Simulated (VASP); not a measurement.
Wanted: the native input for a VASP 6.6.1 run.

| Item | Value |
| --- | --- |
| Task | single point |
| Functional | PBE |
| Potentials or basis | VASP PAW PBE potentials, release 64 (Ti_sv, N) |
| Cutoff | 520 eV |
| k mesh | 13 × 13 × 13 |
| Occupations | fermi-dirac, width 0.05 eV |
| Spin | no spin polarisation |
| Dipole correction | no |
| Further INCAR settings | ALGO = Normal; EDIFF = 1e-07; NBANDS = 16 |

The structure of TiN lies in POSCAR:

```
TiN
1.0
    0.0000000000      2.1077579601      2.1077579601
    2.1077579601      0.0000000000      2.1077579601
    2.1077579601      2.1077579601      0.0000000000
Ti N
1 1
Direct
    0.0000000000      0.0000000000      0.0000000000
    0.5000000000      0.5000000000      0.5000000000
```

This cell differs from its parent crystal: volume scaled by 0.98.

These files were run (other wordings do the same):

INCAR

```
SYSTEM = TiN
PREC = Accurate
ENCUT = 520
EDIFF = 1E-7
ISMEAR = -1
SIGMA = 0.05
LREAL = .False.
LASPH = .True.
NELM = 100
ALGO = Normal
ISIF = 2
LWAVE = .False.
LCHARG = .False.
GGA = PE
NBANDS = 16
```

KPOINTS

```
Automatic mesh
0
Gamma
  13 13 13
  0 0 0
```

Potentials or basis: VASP PAW PBE potentials, release 64 (Ti_sv, N).

The run is started by

```sh
$ cat potpaw_PBE.64/Ti_sv/POTCAR potpaw_PBE.64/N/POTCAR > POTCAR
$ mpirun -np 1 vasp_std > vasp.out
```

It gave:

| Item | Value |
| --- | --- |
| Pressure | 6.9 GPa |

Run time: 28 s on 1 thread of Intel(R) Xeon(R) Platinum 8488C (Sapphire Rapids), on a shared host, peak memory 0.15 GiB.
